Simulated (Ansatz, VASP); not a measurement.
## KZnF3: VASP beside Ansatz

```
K Zn F
1.0
     4.21571    0.00000    0.00000
     0.00000    4.21571    0.00000
     0.00000    0.00000    4.21571
K Zn F
1 1 3
Direct
  0.00000 0.00000 0.00000
  0.50000 0.50000 0.50000
  0.00000 0.50000 0.50000
  0.50000 0.00000 0.50000
  0.50000 0.50000 0.00000
```

Alike in both runs: task single point; functional LDA; k mesh 4 × 4 × 4; no spin polarisation.

|  | VASP | Ansatz |
| --- | --- | --- |
| version | VASP 6.6.1 | Ansatz 0.2.0 |
| potentials or method | VASP PAW LDA potentials, release 64 (K_sv, Zn, F), cutoff 520 eV | scalar-relativistic, plane waves, PAW |
| occupations | methfessel-paxton of order 1, width 0.1 eV | cold |
| valence electrons in the cell | 42 | 42 |

```tsv
	VASP	Ansatz	Ansatz less VASP
gap on the k mesh at the Fermi level (eV)	3.28	3.31	+0.027
least direct gap on the mesh (eV)	4.45	4.47	+0.017
pressure (GPa)	-11.0	-11.2	-0.16
```

LDA's correlation is that of Perdew and Zunger in VASP and of Perdew and Wang (1992) in Ansatz.
